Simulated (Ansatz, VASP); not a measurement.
Given: the input of a run of VASP 6.6.1 on Sn.

POSCAR

```
Sn
1.0
   -2.0017645706      2.0017645706      1.6383145356
    2.0017645706     -2.0017645706      1.6383145356
    2.0017645706      2.0017645706     -1.6383145356
Sn
1
Direct
    0.0000000000      0.0000000000      0.0000000000
```

The input INCAR.step1:

```
ALGO = Normal ; EDIFF = 1E-5
ENCUT = 520 ; GGA = PE
ISIF = 2 ; ISMEAR = -1
LASPH = T ; LCHARG = F
LREAL = F ; LWAVE = T
NBANDS = 13 ; NELM = 80
PREC = Accurate ; SIGMA = 0.05
```

The input INCAR.step2:

```
ALGO = Normal ; EDIFF = 1E-7
ENCUT = 520 ; GGA = PE
HFSCREEN = 0.2079 ; ISIF = 2
ISMEAR = -1 ; ISTART = 1
LASPH = T ; LCHARG = F
LHFCALC = T ; LREAL = F
LWAVE = F ; NBANDS = 13
NELM = 80 ; PREC = Accurate
PRECFOCK = Normal ; SIGMA = 0.05
```

Contents of KPOINTS:

```
k-points
0
Gamma
  6 6 6
```

Potentials or basis: VASP PAW PBE potentials, release 64 (Sn_d).

Command:

```bash
$ cat potpaw_PBE.64/Sn_d/POTCAR > POTCAR
$ cp INCAR.step1 INCAR
$ mpirun -np 1 vasp_std > vasp.out
$ cp INCAR.step2 INCAR
$ mpirun -np 1 vasp_std > vasp.out
```

Problem. Translate it to Ansatz 0.2.0. Potentials there: Ansatz PAW.

Solution. As run (the cutoff follows the program's own potentials):

Contents of input:

```
crystal:
  lattice:
    - [-2.0017645706, 2.0017645706, 1.6383145356]
    - [2.0017645706, -2.0017645706, 1.6383145356]
    - [2.0017645706, 2.0017645706, -1.6383145356]
  atoms:
    - { symbol: Sn, position: [0.0, 0.0, 0.0] }
hamiltonian:
  xc: hse06
  pseudopotentials: { kind: paw }
kpoints:
  mp_grid: { grid: [6, 6, 6] }
scf:
  occupations: { method: fermi_dirac, width: 0.05 }
output:
  forces: true
  stress: true
  eigenvalues: true
```

Both were run:

|  | VASP | Ansatz | Ansatz less VASP |
| --- | --- | --- | --- |
| gap on the k mesh at the Fermi level (eV) | none | none | - |
| pressure (GPa) | 2.2 | 2.2 | +0.02 |
| traceless stress, the component that is largest in VASP (GPa) | 0.09 | 0.09 | -0.001 |

A gap of «none» marks a metal or a gap that the smearing closes.

The k mesh is coarse, so the values compare programs but aren't converged.
